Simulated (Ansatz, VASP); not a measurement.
**InP in VASP and in Ansatz**

```
In P
1.0
     0.08565    2.89783    2.89783
     2.89783    0.08565    2.89783
     2.89783    2.89783    0.08565
In P
1 1
Direct
  0.00000 0.00000 0.00000
  0.50000 0.50000 0.50000
```

Change from the starting cell: equal xy, yz and zx shear strains of +3 %, crystal datasets.

Alike in both runs: task electric field gradients; functional PBE; k mesh 11 × 11 × 11; occupations fermi-dirac, width 0.03 eV; no spin polarisation.

|  | VASP | Ansatz |
| --- | --- | --- |
| version | VASP 6.6.1 | Ansatz 0.2.0 |
| potentials or method | VASP PAW PBE potentials, release 64 (In_d, P), cutoff 520 eV | all-electron PAW with datasets made for the crystal, scalar-relativistic |

VASP gave:

| Item | Value |
| --- | --- |
| pressure (GPa) | -5.3 |
| traceless stress, the component that is largest in VASP (GPa) | -0.93 |
| size of Vzz on the site where it differs most (V/Å²) | 10.6 |

Q: What did Ansatz give for the same quantities?

A: Pressure (GPa): -5.3; traceless stress, the component that is largest in VASP (GPa): -0.93; size of Vzz on the site where it differs most (V/Å²): 12.5.

Ansatz ran all-electron here, and VASP with PAW potentials.
